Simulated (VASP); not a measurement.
# MoS2 (R3m) in VASP: notebook

The runs below take MoS2 through single point, with PBEsol.

Program: VASP 6.6.1. These are calculated values, not measurements. Logs are shortened: lines on timing, memory, paths and dates and some standing lists are left out, and cuts for length are marked.

## (1) The cell of the first run

The structure is trigonal, space group R3m (No. 160). Conventional cell: a = 3.188 Å, b = 3.188 Å, c = 18.613 Å, α = 90.00°, β = 90.00°, γ = 120.00°. Mo (site symmetry 3m) has 6 S at 2.41 Å and 6 Mo at 3.19 Å within 3.2 Å. S (site symmetry 3m) has 3 Mo at 2.41 Å and 7 S at 3.11 to 3.19 Å within 3.2 Å. Within 3.2 Å of S (site symmetry 3m) lie 3 Mo at 2.41 Å and 7 S at 3.11 to 3.19 Å.

## (2) Single point, PBEsol

The input, INCAR:

```
ALGO     = Normal         # electronic algorithm
EDIFF    = 1E-7           # SCF threshold, eV
ENCUT    = 520            # plane-wave cutoff, eV
GGA      = PS             # functional
ISIF     = 2              # what is computed and relaxed
ISMEAR   = 1              # smearing method
LASPH    = T              # aspherical terms in the spheres
LCHARG   = F              # write CHGCAR
LREAL    = F              # projectors in reciprocal space
LWAVE    = F              # write WAVECAR
NBANDS   = 20             # bands
NELM     = 100            # most SCF steps
PREC     = Accurate       # precision mode
SIGMA    = 0.15           # smearing width, eV
```

The input, KPOINTS:

```
k-points
0
Gamma
  11 11 11
```

The input, POSCAR:

```
MoS2
1.0
    1.5939214222      0.9202475067      6.2041878141
   -1.5939214222      0.9202475067      6.2041878141
    0.0000000000     -1.8405051014      6.2041878141
Mo S
1 2
Direct
    0.0000000000      0.0000000000      0.0000000000
    0.2500000000      0.2500000000      0.2500000000
    0.4170000000      0.4170000000      0.4170000000
```

Potentials or basis: VASP PAW PBE potentials, release 64 (Mo_sv, S).

Run with:

```bash
$ cat potpaw_PBE.64/Mo_sv/POTCAR potpaw_PBE.64/S/POTCAR > POTCAR
$ mpirun -np 1 vasp_std > vasp.out
```

OUTCAR:

```text
EDIFF = 1E-7
   ENCUT = 520
   GGA = PS
   ISIF = 2
   ISMEAR = 1
   LASPH = T
   LREAL = F
   NELM = 100
   PREC = Accurate

 ion  position               nearest neighbor table
   1  0.000  0.000  0.000-   2 2.41   2 2.41   2 2.41   3 2.41   3 2.41   3 2.41
   2  0.250  0.250  0.250-   1 2.41   1 2.41   1 2.41
   3  0.417  0.417  0.417-   1 2.41   1 2.41   1 2.41

  LATTYP: Found a trigonal (rhomboedric) cell.
 ALAT       =     6.4714285445
 COS(alpha) =     0.8786713151

  Lattice vectors:

 A1 = (   1.5939214222,   0.9202475067,   6.2041878141)
 A2 = (  -1.5939214222,   0.9202475067,   6.2041878141)
 A3 = (   0.0000000000,  -1.8405051014,   6.2041878141)

Analysis of symmetry for initial positions (statically):
=====================================================================
 Subroutine PRICEL returns:
 Original cell was already a primitive cell.

 Routine SETGRP: Setting up the symmetry group for a
 trigonal (rhombohedral) supercell.

 Subroutine GETGRP returns: Found  6 space group operations
 (whereof  6 operations were pure point group operations)
 out of a pool of 12 trial point group operations.

The static configuration has the point symmetry C_3v.

Analysis of symmetry for dynamics (positions and initial velocities):
=====================================================================
 Subroutine PRICEL returns:
 Original cell was already a primitive cell.

 Routine SETGRP: Setting up the symmetry group for a
 trigonal (rhombohedral) supercell.

 Subroutine GETGRP returns: Found  6 space group operations
 (whereof  6 operations were pure point group operations)
 out of a pool of 12 trial point group operations.

The dynamic configuration has the point symmetry C_3v.

 Subroutine INISYM returns: Found  6 space group operations
 (whereof  6 operations are pure point group operations),
 and found     1 'primitive' translations

----------------------------------------------------------------------------------------

                                     Primitive cell

  volume of cell :      54.6021

  direct lattice vectors                    reciprocal lattice vectors
     1.593921422  0.920247507  6.204187814     0.313691750  0.181110034  0.053727249
    -1.593921422  0.920247507  6.204187814    -0.313691750  0.181110034  0.053727249
     0.000000000 -1.840505101  6.204187814     0.000000000 -0.362220069  0.053726954

  length of vectors
     6.471428544  6.471428544  6.471429939     0.366182981  0.366182981  0.366182965

  position of ions in fractional coordinates (direct lattice)
     0.000000000  0.000000000  0.000000000
     0.250000000  0.250000000  0.250000000
     0.417000000  0.417000000  0.417000000

  ion indices of the primitive-cell ions
   primitive index   ion index
                 1           1
                 2           2
                 3           3

----------------------------------------------------------------------------------------

 KPOINTS: k-points

Automatic generation of k-mesh.
 Grid dimensions read from file:
 generate k-points for:   11   11   11

 Generating k-lattice:

  Cartesian coordinates                     Fractional coordinates (reciprocal lattice)
     0.028517432  0.016464549  0.004884295     0.090909091 -0.000000000  0.000000000
    -0.028517432  0.016464549  0.004884295    -0.000000000  0.090909091  0.000000000
     0.000000000 -0.032929097  0.004884269     0.000000000  0.000000000  0.090909091

  Length of vectors
     0.033289362  0.033289362  0.033289360

  Shift w.r.t. Gamma in fractional coordinates (k-lattice)
     0.000000000  0.000000000  0.000000000

 Subroutine IBZKPT returns following result:
 ===========================================

 Found    146 irreducible k-points:

 Following reciprocal coordinates:
            Coordinates               Weight
  0.000000  0.000000  0.000000      1.000000
  0.090909  0.000000  0.000000      6.000000
  0.181818 -0.000000  0.000000      6.000000
  0.272727 -0.000000  0.000000      6.000000
  0.363636 -0.000000  0.000000      6.000000
  0.454545  0.000000  0.000000      6.000000
[... 16 lines left out ...]
 -0.272727  0.181818 -0.000000     12.000000
 -0.181818  0.181818  0.000000      6.000000
 [... further k-points ...]
   k-points           NKPTS =    146   k-points in BZ     NKDIM =    146   number of bands    NBANDS=     20
   number of dos      NEDOS =    301   number of ions     NIONS =      3
   total plane-waves  NPLWV = 110592
   dimension x,y,z NGX =    48 NGY =   48 NGZ =   48
   dimension x,y,z NGXF=    96 NGYF=   96 NGZF=   96
   ions per type =               1   2
   NGX,Y,Z   is equivalent  to a cutoff of  12.33, 12.33, 12.33 a.u.
   NGXF,Y,Z  is equivalent  to a cutoff of  24.66, 24.66, 24.66 a.u.
 SYSTEM =  unknown system
   PREC   = accura    normal or accurate (medium, high low for compatibility)
   ISTART =      0    job   : 0-new  1-cont  2-samecut
   ICHARG =      2    charge: 1-file 2-atom 10-const
   ISPIN  =      1    spin polarized calculation?
   LNONCOLLINEAR =      F non collinear calculations
   LSORBIT =      F    spin-orbit coupling
   LASPH  =      T    aspherical Exc in radial PAW
   ENCUT  =  520.0 eV  38.22 Ry    6.18 a.u.  12.03 12.03 12.03*2*pi/ulx,y,z
   NELM   =    100;   NELMIN=  2; NELMDL= -5     # of ELM steps
   EDIFF  = 0.1E-06   stopping-criterion for ELM
   LREAL  =      F    real-space projection
   EDIFFG = 0.1E-05   stopping-criterion for IOM
   NSW    =      0    number of steps for IOM
   IBRION =     -1    ionic relax: 0-MD 1-quasi-New 2-CG
   NFREE  =      0    steps in history (QN), initial steepest desc. (CG)
   ISIF   =      2    stress and relaxation
   ISYM   =      2    0-nonsym 1-usesym 2-fastsym
   POTIM  = 0.5000    time-step for ionic-motion
   TEBEG  =    0.0;   TEEND  =   0.0 temperature during run
   PSTRESS=    0.0 pullay stress
   NELECT =      26.0000    total number of electrons
   NUPDOWN=      -1.0000    fix difference up-down
   EMIN   =  10.00;   EMAX   =-10.00  energy-range for DOS
   EFERMI =   0.00;   METHOD = LEGACY
   ISMEAR =     1;   SIGMA  =   0.15  broadening in eV -4-tet -1-fermi 0-gaus
   EFERMI_NEDOS =   21; number of points for ismear=-14 and -15
   IALGO  =     38    algorithm
   IMIX   =      4    mixing-type and parameters
     AMIX     =   0.40;   BMIX     =  1.00
     AMIX_MAG =   1.60;   BMIX_MAG =  1.00
  volume/ion in A,a.u.               =      18.20       122.82
  Fermi-wavevector in a.u.,A,eV,Ry     =   1.278388  2.415804 22.235689  1.634277
  Thomas-Fermi vector in A             =   2.410934
   LORBIT       =      0    0 simple, 1 ext, 2 COOP (PROOUT), +10 PAW based schemes
   GGA     = PS    functional components
   LHFCALC =     F    Hartree Fock is set to
   AEXX    =    0.0000 exact exchange contribution
   IVDW    =     0    specifies the selected vdW correction
   LEPSILON=     F    determine dielectric tensor
   LRPA    =     F    only Hartree local field effects (RPA)
 non-spin polarized calculation
 Methfessel and Paxton  Order N= 1 SIGMA  =   0.15
  energy-cutoff  :      520.00
  volume of cell :       54.60
 maximum number of plane-waves:      1488
   NGX = 23   NGY = 23   NGZ = 23

 number of electron      25.9999998 magnetization

 Free energy of the ion-electron system (eV)
  ---------------------------------------------------
  ext. energy  EPLUGINS =         0.00000000
  ---------------------------------------------------
  free energy    TOTEN  =       -23.43011710 eV

  energy without entropy =      -23.43017876  energy(sigma->0) =      -23.43013766

 E-fermi :   7.3005     XC(G=0): -10.8747

 val. band max:        7.2081379564   @ k =   0.4545   0.4545   0.4545
 cond. band min:       8.1280740991   @ k =  -0.1818   0.1818   0.0000
 fundamental gap:      0.9199361427
 Fermi energy:         7.3004778210

 k-point     1 :       0.0000    0.0000    0.0000
  band No.  band energies     occupation
      1     -54.2513      2.00000
      2     -28.4287      2.00000
      3     -28.2201      2.00000
      4     -28.2201      2.00000
      5      -7.7064      2.00000
      6      -6.0488      2.00000
[... 12 lines left out ...]
     19      15.1743      0.00000
     20      15.5257      0.00000

 k-point     2 :       0.0909    0.0000    0.0000
  band No.  band energies     occupation
      1     -54.2484      2.00000
      2     -28.4228      2.00000
      3     -28.2503      2.00000
      4     -28.2269      2.00000
      5      -7.5815      2.00000
      6      -6.0093      2.00000
[... 12 lines left out ...]
     19      15.5795      0.00000
     20      15.7472      0.00000

 k-point     3 :       0.1818   -0.0000    0.0000
  band No.  band energies     occupation
      1     -54.2405      2.00000
      2     -28.4070      2.00000
      3     -28.3308      2.00000
      4     -28.2453      2.00000
      5      -7.2290      2.00000
      6      -5.8976      2.00000
[... 12 lines left out ...]
     19      15.7595      0.00000
     20      16.2048      0.00000

 k-point     4 :       0.2727   -0.0000    0.0000
  band No.  band energies     occupation
      1     -54.2301      2.00000
      2     -28.4347      2.00000
      3     -28.3861      2.00000
      4     -28.2693      2.00000
      5      -6.7181      2.00000
      6      -5.7373      2.00000
[... 12 lines left out ...]
     19      15.1179      0.00000
     20      15.6901      0.00000

 k-point     5 :       0.3636   -0.0000    0.0000
  band No.  band energies     occupation
      1     -54.2205      2.00000
      2     -28.5286      2.00000
      3     -28.3669      2.00000
      4     -28.2913      2.00000
      5      -6.1767      2.00000
      6      -5.5738      2.00000
[... 12 lines left out ...]
     19      14.2644      0.00000
     20      14.7317      0.00000
[... 353 lines left out ...]
      6      -5.4104      2.00000
[... 12 lines left out ...]
     19      15.5192      0.00000
     20      15.8239      0.00000

 k-point    22 :      -0.3636    0.1818   -0.0000
  band No.  band energies     occupation
      1     -54.2122      2.00000
      2     -28.5513      2.00000
      3     -28.3703      2.00000
      4     -28.3502      2.00000
      5      -5.6483      2.00000
      6      -5.3948      2.00000
[... 12 lines left out ...]
     19      15.3604      0.00000
     20      15.9498      0.00000

 k-point    23 :      -0.2727    0.1818   -0.0000
  band No.  band energies     occupation
      1     -54.2170      2.00000
      2     -28.5186      2.00000
      3     -28.3598      2.00000
      4     -28.3452      2.00000
      5      -5.9812      2.00000
      6      -5.4811      2.00000
[... 12 lines left out ...]
     19      15.1469      0.00000
     20      15.9948      0.00000

 k-point    24 :      -0.1818    0.1818    0.0000
  band No.  band energies     occupation
      1     -54.2251      2.00000
      2     -28.4605      2.00000
      3     -28.3760      2.00000
      4     -28.3054      2.00000
      5      -6.4622      2.00000
      6      -5.6301      2.00000
[... 12 lines left out ...]
     19      15.2800      0.00000
     20      16.1595      0.00000

 [... further k-points ...]

------------------------ aborting loop because EDIFF is reached ----------------------------------------

  FORCE on cell =-STRESS in cart. coord.  units (eV):
  Direction    XX          YY          ZZ          XY          YZ          ZX
  --------------------------------------------------------------------------------------
  -------------------------------------------------------------------------------------
  Total       -1.4925531     -1.4925528     -0.6472755      0.0000000      0.0000004     -0.0000000
  in kB      -43.7956581    -43.7956492    -18.9928636      0.0000000      0.0000103     -0.0000000
  external PRESSURE =     -35.5280570 kB  Pullay stress =       0.0000000 kB

 VOLUME and BASIS-vectors are now :
 -----------------------------------------------------------------------------
  energy-cutoff  :      520.00
  volume of cell :       54.60
      direct lattice vectors                 reciprocal lattice vectors
     1.593921422  0.920247507  6.204187814     0.313691750  0.181110034  0.053727249
    -1.593921422  0.920247507  6.204187814    -0.313691750  0.181110034  0.053727249
     0.000000000 -1.840505101  6.204187814     0.000000000 -0.362220069  0.053726954

 POSITION                                       TOTAL-FORCE (eV/Angst)
 -----------------------------------------------------------------------------------
      0.00000      0.00000      0.00000         0.000000     -0.000000      0.081191
      0.00000     -0.00000      4.65314         0.000000     -0.000000      0.173152
      0.00000     -0.00000      7.76144         0.000000      0.000000     -0.254343
 -----------------------------------------------------------------------------------
    total drift:                                0.000000     -0.000003     -0.000041

  FREE ENERGIE OF THE ION-ELECTRON SYSTEM (eV)
  ---------------------------------------------------
  free  energy   TOTEN  =       -23.4301171034 eV

  energy  without entropy=      -23.4301787617  energy(sigma->0) =      -23.43013766
```

Run time: 4.2 min. Hardware: 1 thread of Intel Xeon 6975P-C (Granite Rapids), shared host; peak memory 0.4 GiB.

Results:

```yaml
Free_energy: -23.4301 eV
Pressure: -3.6 GPa
Largest_force: 0.254 eV/Å
Band_gap_on_the_k_mesh: 0.92 eV (least direct gap 1.83 eV)
```

Forces on the atoms (eV/Å):
```
Mo   0.000  0.000  0.081
S    0.000  0.000  0.173
S    0.000  0.000 -0.254
```

Caveat: the cell stands under tension; the PAW data sets were made with another functional, which shifts forces and pressure a little; an odd mesh through Γ misses points on the zone boundary, where band edges can lie. As with any semilocal functional, this PBEsol gap is likely too small.

## (3) Single point, PBEsol

This run uses another cell than the first one, of 18.67 Å³/atom.

Changes to INCAR since step 2:

```diff
@@ -1,3 +1,3 @@
 ALGO     = Normal         # electronic algorithm
-EDIFF    = 1E-7           # SCF threshold, eV
+EDIFF    = 1E-6           # SCF threshold, eV
 ENCUT    = 520            # plane-wave cutoff, eV
@@ -11,3 +11,3 @@
 NBANDS   = 20             # bands
-NELM     = 100            # most SCF steps
+NELM     = 80             # most SCF steps
 PREC     = Accurate       # precision mode
```

KPOINTS is that of step 2.

The input, POSCAR:

```
MoS2
1.0
    1.6076038203      0.9281470133      6.2574452501
   -1.6076038203      0.9281470133      6.2574452501
    0.0000000000     -1.8563042012      6.2574452501
Mo S
1 2
Direct
    0.0000000000      0.0000000000      0.0000000000
    0.2500000000      0.2500000000      0.2500000000
    0.4170000000      0.4170000000      0.4170000000
```

Potentials or basis: VASP PAW PBE potentials, release 64 (Mo_sv, S).

Run with:

```bash
$ cat potpaw_PBE.64/Mo_sv/POTCAR potpaw_PBE.64/S/POTCAR > POTCAR
$ mpirun -np 1 vasp_std > vasp.out
```

Wall time 4.2 min (1 thread of Intel Xeon 6975P-C (Granite Rapids), shared host); peak memory 0.42 GiB.

The run converged. Its results:

* Free energy: -23.3841 eV
* Pressure: -6.9 GPa
* Largest force: 0.642 eV/Å
* Band gap on the k mesh: 0.94 eV (least direct gap 1.77 eV)

Forces on the atoms (eV/Å):
```
Mo   0.000  0.000  0.077
S    0.000  0.000  0.565
S    0.000  0.000 -0.642
```

Stress tensor (GPa, compression positive):
```
-7.58  0.00  0.00
 0.00 -7.58  0.00
 0.00  0.00 -5.54
```

Levels at points of the mesh, in eV from the valence-band top:
| k point | band 11 | band 12 | band 13 | band 14 | band 15 | band 16 |
| --- | --- | --- | --- | --- | --- | --- |
| (0.00, 0.00, 0.00) | -2.18 | -1.20 | -1.03 | 1.97 | 1.97 | 2.32 |

Caveat: the cell stands under tension; the PAW data sets were made with another functional, which shifts forces and pressure a little; an odd mesh through Γ misses points on the zone boundary, where band edges can lie. Expect the measured gap to be larger: semilocal functionals such as PBEsol lack the derivative discontinuity.

## (4) Single point, PBEsol

This run uses another cell than the first one, of 19.15 Å³/atom.

The input, INCAR:

```
ALGO = Normal ; EDIFF = 1E-6
ENCUT = 520 ; GGA = PS
ISIF = 2 ; ISMEAR = 1
LASPH = T ; LCHARG = T
LELF = T ; LREAL = F
LVHAR = T ; LWAVE = F
NBANDS = 20 ; NELM = 80
PREC = Accurate ; SIGMA = 0.15
```

KPOINTS is that of step 3.

The input, POSCAR:

```
MoS2
1.0
    1.6210571974      0.9359142950      6.3098112432
   -1.6210571974      0.9359142950      6.3098112432
    0.0000000000     -1.8718388498      6.3098112432
Mo S
1 2
Direct
    0.0000000000      0.0000000000      0.0000000000
    0.2500000000      0.2500000000      0.2500000000
    0.4170000000      0.4170000000      0.4170000000
```

Run with:

```bash
$ cat potpaw_PBE.64/Mo_sv/POTCAR potpaw_PBE.64/S/POTCAR > POTCAR
$ mpirun -np 1 vasp_std > vasp.out
```

It took 5.1 min on 1 thread of Intel Xeon 6975P-C (Granite Rapids), shared host; peak memory 0.42 GiB.

Results (log left out):

* Free energy: -23.3103 eV
* Pressure: -9.8 GPa
* Largest force: 0.992 eV/Å
* Band gap on the k mesh: 0.95 eV (least direct gap 1.71 eV)

Forces in eV/Å, atoms in the order of the input:
```
Mo   0.000  0.000  0.072
S    0.000  0.000  0.920
S    0.000  0.000 -0.992
```

Stress tensor (GPa, compression positive):
```
-10.36   0.00   0.00
  0.00 -10.36   0.00
  0.00   0.00  -8.71
```

Levels at points of the mesh, in eV from the valence-band top:
| k point | band 11 | band 12 | band 13 | band 14 | band 15 | band 16 |
| --- | --- | --- | --- | --- | --- | --- |
| (0.00, 0.00, 0.00) | -2.10 | -1.17 | -0.95 | 1.94 | 1.94 | 2.26 |

Caveat: the cell stands under tension; the PAW data sets were made with another functional, which shifts forces and pressure a little; an odd mesh through Γ misses points on the zone boundary, where band edges can lie.

## (5) Summary

```csv
cell,gap on the mesh (eV),pressure (GPa),largest force (eV/Å)
"a = 6.471 Å, angles 28.5°, 3 atoms",0.92,-3.6,0.25
"a = 6.527 Å, angles 28.5°, 3 atoms",0.94,-6.9,0.64
"a = 6.582 Å, angles 28.5°, 3 atoms",0.95,-9.8,0.99
```

Alike in all rows: task single point; level PBEsol; potentials or basis VASP PAW PBE potentials, release 64 (Mo_sv, S); no spin polarisation; k mesh 11 × 11 × 11; cutoff (eV) 520; smearing methfessel-paxton 0.15 eV.

Caveats: the cell stands under tension; the PAW data sets were made with another functional, which shifts forces and pressure a little; an odd mesh through Γ misses points on the zone boundary, where band edges can lie.

Absolute energies hang on the potentials; compare differences alone.
